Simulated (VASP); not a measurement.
Write the native input for VASP 6.6.1 that does the following.

```
Task                   : single point
Functional             : PBEsol
Potentials or basis    : VASP PAW PBE potentials, release 64 (Pb_d, Se)
Cutoff                 : 520 eV
k mesh                 : 12 × 12 × 12
Occupations            : fermi-dirac, width 0.01 eV
Spin                   : non-collinear spin, zero start, spin-orbit coupling
Starting moments       : [[0.0, 0.0, 0.0], [0.0, 0.0, 0.0]] μB
Dipole correction      : no
Further INCAR settings : ALGO = Normal; EDIFF = 1e-06; NBANDS = 32
```

The structure of PbSe lies in POSCAR:

```
PbSe
1.0
    0.0000000000      3.0514739670      3.0514739670
    3.0514739670      0.0000000000      3.0514739670
    3.0514739670      3.0514739670      0.0000000000
Pb Se
1 1
Direct
    0.0000000000      0.0000000000      0.0000000000
    0.5000000000      0.5000000000      0.5000000000
```

One way to write it, as run:

INCAR

```
SYSTEM = PbSe
PREC = Accurate ; ENCUT = 520
EDIFF = 1E-6 ; ISMEAR = -1
SIGMA = 0.01 ; LREAL = .False.
LASPH = .True. ; NELM = 150
ALGO = Normal ; ISIF = 2
LWAVE = .False. ; LCHARG = .False.
LNONCOLLINEAR = .True. ; MAGMOM = 0 0 0 0 0 0
LORBIT = 11 ; LSORBIT = .True.
GGA_COMPAT = .False. ; LORBMOM = .True.
GGA = PS ; NBANDS = 32
```

KPOINTS

```
regular mesh
0
Gamma
  12 12 12
  0 0 0
```

Potentials or basis: VASP PAW PBE potentials, release 64 (Pb_d, Se).

Command:

```sh
$ cat potpaw_PBE.64/Pb_d/POTCAR potpaw_PBE.64/Se/POTCAR > POTCAR
$ mpirun -np 1 vasp_ncl > vasp.out
```

It gave:

```json
{
 "Pressure": "-0.3 GPa",
 "Net moment": "0.00 μB per cell",
 "Valence electrons inside the program's atomic spheres": "Pb 11.86; Se 3.79"
}
```

Caveat: the PAW data sets were made with another functional, which shifts forces and pressure a little.

Wall time 3.5 min on 1 thread of Intel Xeon 6975P-C (shared host), peak memory 0.43 GiB.
